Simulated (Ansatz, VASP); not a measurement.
# TiAl: VASP beside Ansatz

```xyz
2
Lattice="2.7804 0.0000 0.0000 0.0000 3.2959 0.0000 0.0000 0.0000 3.1241" Properties=species:S:1:pos:R:3 pbc="T T T"
Ti    0.0000    0.0000    0.0000
Al    1.3902    1.6480    1.5620
```

Change from the starting cell: normal strain along x -0.1100, normal strain along y +0.0550.

Alike in both runs: task single point; functional LDA; k mesh 14 × 14 × 14; occupations gaussian, width 0.15 eV; no spin polarisation.

|  | VASP | Ansatz |
| --- | --- | --- |
| version | VASP 6.6.1 | Ansatz 0.2.0 |
| potentials or method | VASP PAW LDA potentials, release 64 (Ti_sv, Al), cutoff 520 eV | scalar-relativistic, plane waves, PAW |
| valence electrons in the cell | 15 | 15 |

Ansatz gave:

- gap on the k mesh at the Fermi level (eV): none
- pressure (GPa): 9.7
- traceless stress, the component that is largest in VASP (GPa): -4.07

Problem. Estimate VASP's values.

Solution. gap on the k mesh at the Fermi level (eV): none; pressure (GPa): 9.9; traceless stress, the component that is largest in VASP (GPa): -4.06.

Ansatz warns that its potentials were made for another functional, while VASP's fit it. LDA's correlation is that of Perdew and Zunger in VASP and of Perdew and Wang (1992) in Ansatz. A gap of «none» marks a metal or a gap that the smearing closes.
